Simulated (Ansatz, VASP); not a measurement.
## Two plane-wave programs on BP

```
B P
1.0
     0.00000    2.26000    2.26000
     2.26000    0.00000    2.26000
     2.26000    2.26000    0.00000
B P
1 1
Direct
  0.00000 0.00000 0.00000
  0.25000 0.25000 0.25000
```

Alike in both runs: task relaxation of cell and atoms; functional LDA; k mesh 10 × 10 × 10; occupations gaussian, width 0.02 eV; no spin polarisation.

|  | VASP | Ansatz |
| --- | --- | --- |
| version | VASP 6.6.1 | Ansatz 0.2.0 |
| potentials or method | VASP PAW LDA potentials, release 64 (B, P), cutoff 500 eV | scalar-relativistic, plane waves, PAW |
| valence electrons in the cell | 8 | 8 |

Ansatz gave:

- gap on the k mesh at the Fermi level, each at its own relaxed structure (eV): 1.15
- relaxed volume (Å³/atom): 11.32
- relaxed cell length with the largest relative difference (Å): 3.175

Q: What did VASP give for the same quantities?

A: gap on the k mesh at the Fermi level, each at its own relaxed structure (eV): 1.15; relaxed volume (Å³/atom): 11.31; relaxed cell length with the largest relative difference (Å): 3.175.

Ansatz warns that its potentials were made for another functional, while VASP's fit it. LDA's correlation is that of Perdew and Zunger in VASP and of Perdew and Wang (1992) in Ansatz.
